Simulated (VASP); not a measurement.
# Al8H: single point with PBE

System: Al8H, a slab with vacuum.

```
CELL_PARAMETERS angstrom
5.71352 0.00000 0.00000
0.00000 8.08013 0.00000
0.00000 0.00000 22.24328
ATOMIC_POSITIONS crystal
Al 0.25000 0.25000 0.17983
Al 0.25000 0.75000 0.17983
Al 0.75000 0.25000 0.17983
Al 0.75000 0.75000 0.17983
Al 0.00000 0.00000 0.24405
Al 0.00000 0.50000 0.24405
Al 0.50000 0.00000 0.24405
Al 0.50000 0.50000 0.24405
Al 0.25000 0.25000 0.31026
Al 0.25000 0.75000 0.31026
Al 0.75000 0.25000 0.31026
Al 0.75000 0.75000 0.31026
Al 0.00000 0.00000 0.37060
Al 0.00000 0.50000 0.37060
Al 0.50000 0.00000 0.37060
Al 0.50000 0.50000 0.37060
H 0.75000 0.88558 0.39083
H 0.75000 0.11442 0.39083
```

* Program: VASP 6.6.1
* Task: single point
* Functional: PBE
* Potentials or basis: VASP PAW PBE potentials, release 64 (Al, H)
* Cutoff: 520 eV
* k mesh: 5 × 4 × 1
* Occupations: gaussian, width 0.1 eV
* Spin: no spin polarisation
* Dipole correction: yes
* Further INCAR settings: LREAL = Auto; ALGO = Normal; EDIFF = 1e-06; NBANDS = 40

```yaml
Largest_force: 1.120 eV/Å
Band_gap_on_the_k_mesh: zero (bands 25 and 26 overlap by 0.47 eV)
```

Forces on the atoms (eV/Å):
```
Al   0.000 -0.029  0.278
Al   0.000  0.029  0.278
Al   0.000 -0.010  0.223
Al   0.000  0.010  0.223
Al   0.095  0.000 -0.110
Al  -0.018  0.000 -0.317
Al  -0.095  0.000 -0.110
Al   0.018  0.000 -0.317
Al   0.000  0.010 -0.046
Al   0.000 -0.010 -0.046
Al   0.000  0.136 -0.021
Al   0.000 -0.136 -0.021
Al   1.041  0.000 -0.099
Al  -0.080  0.000 -0.020
Al  -1.041  0.000 -0.099
Al   0.080  0.000 -0.020
H    0.000 -1.115  0.112
H    0.000  1.115  0.112
```

Levels at points of the mesh, in eV from the Fermi level:
| k point | band 21 | band 22 | band 23 | band 24 | band 25 | band 26 | band 27 | band 28 | band 29 | band 30 |
| --- | --- | --- | --- | --- | --- | --- | --- | --- | --- | --- |
| (0.00, 0.00, 0.00) | -1.58 | -1.57 | -0.87 | -0.63 | -0.42 | -0.30 | -0.28 | 0.65 | 1.01 | 1.24 |
| (0.00, 0.50, 0.00) | -1.16 | -1.03 | -0.98 | -0.90 | -0.39 | -0.31 | -0.05 | 0.22 | 0.24 | 1.11 |

Wall time 7.3 min on 1 thread of AMD EPYC 9R45 96-Core Processor (Zen 5), on a shared host, peak memory 0.87 GiB.
